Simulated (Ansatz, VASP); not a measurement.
**Two plane-wave programs on Bi2S3**

```xyz
5
Lattice="1.9787 1.1089 9.3599 -2.0366 1.2093 9.3599 0.0580 -2.3182 9.3599" Properties=species:S:1:pos:R:3 pbc="T T T"
Bi   -0.0397    0.0026   11.2240
Bi    0.0397   -0.0026   16.8558
S     0.0647   -0.0001    6.0648
S    -0.0647    0.0001   22.0150
S     0.0000    0.0000    0.0000
```

Change from the starting cell: shear_xy strain -5.0%.

Alike in both runs: task single point; functional PBE; k mesh 8 × 8 × 8; occupations fermi-dirac, width 0.02 eV; no spin polarisation.

|  | VASP | Ansatz |
| --- | --- | --- |
| version | VASP 6.6.1 | Ansatz 0.2.0 |
| potentials or method | VASP PAW PBE potentials, release 64 (Bi_d, S) | plane waves, PAW |
| plane-wave cutoff (eV) | 520 | 420 |
| valence electrons in the cell | 48 | 48 |

VASP gave:

- pressure (GPa): 2.1
- traceless stress, the component that is largest in VASP (GPa): 1.60
- rms of the force components (eV/Å): 0.058

Estimate Ansatz's values.

pressure (GPa): 2.2; traceless stress, the component that is largest in VASP (GPa): 1.60; rms of the force components (eV/Å): 0.056.

Atom by atom the forces differ by 0.002 eV/Å (rms over components).

Neither program's run includes spin-orbit coupling.
